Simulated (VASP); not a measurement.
**Pb2S3: relaxation of cell and atoms with r2SCAN+rVV10**

Pb2S3:

```xyz
5
Lattice="5.0931 0.0000 0.0000 0.0000 5.0931 0.0000 0.0000 0.0000 5.0931" Properties=species:S:1:pos:R:3 pbc="T T T"
Pb    0.0000    0.0000    0.0000
Pb    2.5465    2.5465    2.5465
S     2.5465    2.5465    0.0000
S     2.5465    0.0000    2.5465
S     0.0000    2.5465    2.5465
```

```
Program                : VASP 6.6.1
Task                   : relaxation of cell and atoms
Functional             : r2SCAN
Dispersion             : rVV10
Potentials or basis    : VASP PAW PBE potentials, release 64 (Pb_d, S)
Cutoff                 : 600 eV
k mesh                 : 4 × 4 × 4
Occupations            : fermi-dirac, width 0.03 eV
Spin                   : no spin polarisation
Dipole correction      : no
Further INCAR settings : ALGO = Normal; EDIFF = 1e-06; IBRION = 2; EDIFFG = -0.01; NSW = 100; ISIF = 3
```

```yaml
Relaxed_volume: 26.68 Å³/atom
Relaxed_cell: a = 5.109 Å, b = 5.109 Å, c = 5.109 Å, α = 90.00°, β = 90.00°, γ = 90.00°
Space_group_after_relaxing_to_0.1_Å: Pm-3m (No. 221)
Energy_gained_by_relaxing: 0.4 meV/atom
Ionic_steps: 3
Pressure_after_relaxing: 0.0 GPa
Band_gap_on_the_k_mesh: zero (bands 23 and 24 overlap by 1.11 eV)
```

The path:
| step | energy change (eV) | largest force (eV/Å) | pressure (GPa) | volume (Å³) |
| --- | --- | --- | --- | --- |
| 1 | 0.0000 | 0.0000 | 0.53 | 132.11 |
| 2 | -0.0019 | 0.0000 | -0.17 | 133.79 |
| 3 | -0.0021 | 0.0000 | -0.01 | 133.38 |

Final structure:
```xyz
5
Lattice="5.1094 0.0000 0.0000 0.0000 5.1094 0.0000 0.0000 0.0000 5.1094" Properties=species:S:1:pos:R:3 pbc="T T T"
Pb    0.0000    0.0000    0.0000
Pb    2.5547    2.5547    2.5547
S     2.5547    2.5547    0.0000
S     2.5547    0.0000    2.5547
S     0.0000    2.5547    2.5547
```

Levels at points of the mesh, in eV from the Fermi level:
| k point | band 21 | band 22 | band 23 | band 24 | band 25 | band 26 |
| --- | --- | --- | --- | --- | --- | --- |
| (0.00, 0.00, 0.00) | -1.32 | -1.05 | -1.05 | -1.05 | 3.48 | 3.48 |
| (0.50, 0.00, 0.00) | -1.39 | -0.95 | -0.95 | 0.72 | 2.01 | 2.66 |
| (0.50, 0.50, 0.00) | -1.47 | -0.53 | 0.05 | 1.50 | 2.61 | 2.61 |
| (0.50, 0.50, 0.50) | 0.06 | 0.06 | 0.06 | 3.58 | 3.58 | 3.58 |

It took 12 min on 1 thread of Intel(R) Xeon(R) Platinum 8259CL CPU @ 2.50GHz (Skylake/Cascade Lake), on a shared host, peak memory 0.56 GiB.

Caveat: the PAW data sets were made with another functional, which shifts forces and pressure a little; spin-orbit coupling is left out, which moves the levels of the heavy elements.
